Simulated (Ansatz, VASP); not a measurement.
BP in VASP and in Ansatz

```
B P
1.0
    -3.08946    3.08946    4.12484
     3.08946   -3.08946    4.12484
     3.08946    3.08946   -4.12484
B P
5 5
Direct
  0.17387 0.44803 0.00000
  0.55197 0.55197 0.72585
  0.00000 0.00000 0.00000
  0.82613 0.82613 0.27415
  0.44803 0.17387 0.00000
  0.32820 0.32820 0.28295
  0.95475 0.67180 0.00000
  0.67180 0.95475 0.00000
  0.04525 0.04525 0.71705
  0.50000 0.50000 0.00000
```

Alike in both runs: functional PBE; k mesh 6 × 6 × 6; occupations gaussian, width 0.02 eV; no spin polarisation.

Ansatz relaxed the structure, and its values are those at the end. VASP's run is a single point on that final structure, the one shown.

|  | VASP | Ansatz |
| --- | --- | --- |
| version | VASP 6.6.1 | Ansatz 0.2.0 |
| potentials or method | VASP PAW PBE potentials, release 64 (B, P), cutoff 520 eV | scalar-relativistic, plane waves, PAW |
| valence electrons in the cell | 40 | 40 |

|  | VASP | Ansatz | Ansatz less VASP |
| --- | --- | --- | --- |
| gap on the k mesh at the Fermi level (eV) | 1.32 | 1.32 | +0.003 |
| least direct gap on the mesh (eV) | 1.40 | 1.41 | +0.010 |
| pressure (GPa) | -0.2 | 0.0 | +0.19 |
| rms of the force components (eV/Å) | 0.005 | 0.003 | -0.0027 |
